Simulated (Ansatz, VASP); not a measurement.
# ScAl: VASP beside Ansatz

File INCAR:

```
SYSTEM = ScAl
PREC = Accurate
ENCUT = 520
EDIFF = 1E-6
ISMEAR = -1
SIGMA = 0.05
LREAL = .FALSE.
LASPH = .TRUE.
NELM = 60
ALGO = Normal
ISIF = 2
LWAVE = .FALSE.
LCHARG = .FALSE.
NBANDS = 14
```

KPOINTS

```
Automatic mesh
0
G
  11 11 11
  0 0 0
```

File POSCAR:

```
ScAl
1.0
    3.3703489700      0.0000000000      0.0000000000
    0.0000000000      3.3703489700      0.0000000000
    0.0000000000      0.0000000000      3.3703489700
Sc Al
1 1
Direct
    0.5000000000      0.5000000000      0.5000000000
    0.0000000000      0.0000000000      0.0000000000
```

Input for Ansatz:

```yaml
crystal:
  lattice:
    - [3.37034897, 0.0, 0.0]
    - [0.0, 3.37034897, 0.0]
    - [0.0, 0.0, 3.37034897]
  atoms:
    - { symbol: Sc, position: [0.5, 0.5, 0.5] }
    - { symbol: Al, position: [0.0, 0.0, 0.0] }
kpoints:
  mp_grid: { grid: [11, 11, 11] }
  band_path:
    path:
      - [0.0, 0.0, 0.0]
      - [0.0, 0.5, 0.0]
      - [0.5, 0.5, 0.0]
      - [0.0, 0.0, 0.0]
      - [0.5, 0.5, 0.5]
      - [0.0, 0.5, 0.0]
      - [0.5, 0.5, 0.5]
      - [0.5, 0.5, 0.0]
    npoints: 14
scf:
  occupations: { method: fermi_dirac, width: 0.05 }
hamiltonian:
  xc: lda
  pseudopotentials: { kind: all_electron, lapw: { basis_error: 0.001 } }
output:
  forces: true
  stress: true
  eigenvalues: true
  populations: true
```

Alike in both runs: task single point; functional LDA; k mesh 11 × 11 × 11; occupations fermi-dirac, width 0.05 eV; no spin polarisation.

```csv
,VASP,Ansatz
version,VASP 6.6.1,Ansatz 0.2.0
potentials or method,"VASP PAW LDA potentials, release 64 (Sc_sv, Al), cutoff 520 eV","all-electron LAPW, scalar-relativistic"
```

Ansatz gave:

```
pressure (GPa) : -4.3
```

Problem. Which values does VASP return?

Solution. Pressure (GPa): -4.1.

LDA's correlation is that of Perdew and Zunger in VASP and of Perdew and Wang (1992) in Ansatz. Ansatz ran all-electron here, and VASP with PAW potentials.
